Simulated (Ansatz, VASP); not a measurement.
Ga2GeSe3 in VASP and in Ansatz

Contents of INCAR:

```
ALGO = Normal
EDIFF = 1E-6
EDIFFG = -0.04
ENCUT = 600
GGA = PE
IBRION = 2
ISIF = 3
ISMEAR = 0
LASPH = T
LCHARG = F
LREAL = F
LWAVE = F
NELM = 100
NSW = 90
PREC = Accurate
SIGMA = 0.1
```

The input KPOINTS:

```
k-points
0
Gamma
  4 4 4
```

POSCAR

```
Ga2GeSe3
1.0
   -2.9770453700      2.9770453700      4.4986353900
    2.9770453700     -2.9770453700      4.4986353900
    2.9770453700      2.9770453700     -4.4986353900
Ga Ge Se
2 1 3
Direct
    0.9794770500      0.4794770500      0.5000000000
    0.4794770500      0.9794770500      0.5000000000
    0.5038030700      0.5038030700      0.0000000000
    0.2854671900      0.2854671900      0.0000000000
    0.2147808800      0.7147808800      0.5000000000
    0.7147808800      0.2147808800      0.5000000000
```

Input for Ansatz:

```yaml
crystal:
  lattice:
    - [-2.97704537, 2.97704537, 4.49863539]
    - [2.97704537, -2.97704537, 4.49863539]
    - [2.97704537, 2.97704537, -4.49863539]
  atoms:
    - { symbol: Ga, position: [0.97947705, 0.47947705, 0.5] }
    - { symbol: Ga, position: [0.47947705, 0.97947705, 0.5] }
    - { symbol: Ge, position: [0.50380307, 0.50380307, 0.0] }
    - { symbol: Se, position: [0.28546719, 0.28546719, 0.0] }
    - { symbol: Se, position: [0.21478088, 0.71478088, 0.5] }
    - { symbol: Se, position: [0.71478088, 0.21478088, 0.5] }
basis:
  ecutwfc: 420
kpoints:
  mp_grid: { grid: [4, 4, 4] }
hamiltonian:
  xc: pbe
scf:
  occupations: { method: gaussian, width: 0.1 }
  lower_state_search: "off"
output:
  forces: true
  stress: true
  eigenvalues: true
relax:
  adjacent_minimum: "off"
  f_tol: 0.04
  max_steps: 70
  cell: { stress_tol: 0.4 }
```

Alike in both runs: task relaxation of cell and atoms; functional PBE; k mesh 4 × 4 × 4; occupations gaussian, width 0.1 eV; no spin polarisation.

|  | VASP | Ansatz |
| --- | --- | --- |
| version | VASP 6.6.1 | Ansatz 0.2.0 |
| potentials or method | VASP PAW PBE potentials, release 64 (Ga_d, Ge_d, Se), cutoff 600 eV | scalar-relativistic, plane waves, PAW |
| valence electrons in the cell | 58 | 88 |

VASP gave:

- gap on the k mesh at the Fermi level, each at its own relaxed structure (eV): none
- relaxed volume (Å³/atom): 25.77
- relaxed cell length with the largest relative difference (Å): 6.462

**Question.** What did Ansatz give for the same quantities?

**Answer.** gap on the k mesh at the Fermi level, each at its own relaxed structure (eV): none; relaxed volume (Å³/atom): 25.74; relaxed cell length with the largest relative difference (Å): 6.455.

A gap of «none» marks a metal or a gap that the smearing closes. VASP's potentials hold 58 valence electrons a cell and Ansatz's 88, so a difference there can come from the potentials and not from the codes.

The k mesh is coarse, so the values compare programs but aren't converged.
